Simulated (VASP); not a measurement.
Runs of VASP 6.6.1 on ZrB. The structure is that of space group Fm-3m (No. 225), or close to it. The cells are those of the table. 

| cell | gap on the mesh (eV) | pressure (GPa) |
| --- | --- | --- |
| a = 3.288, b = 3.362 Å, angles 59.3, 58.5, 59.3°, 2 atoms | none | 35.1 |
| a = 3.289, b = 3.189 Å, angles 61.0, 62.0, 61.0°, 2 atoms | none | (a) |
| a = 3.289, b = 3.374 Å, angles 59.1, 58.3, 59.1°, 2 atoms | none | 35.1 |
| a = 3.288, b = 3.350 Å, angles 59.4, 58.8, 59.4°, 2 atoms | none | 35.1 |
| a = 3.288, b = 3.239 Å, angles 60.5, 61.0, 60.5°, 2 atoms | none | 35.0 |

Alike in all rows: task single point; level PBE; potentials or basis VASP PAW PBE potentials, release 64 (Zr_sv, B); no spin polarisation; k mesh 18 × 18 × 18; cutoff (eV) 520; smearing gaussian 0.15 eV.

Q: Fill in the values left out.

A: (a) 35.2.

Caveats: the cell stands under pressure.

A k mesh can miss the band edges, and the runs leave out spin-orbit coupling on Zr.

A gap of «none» marks levels without a gap at the run's occupations.
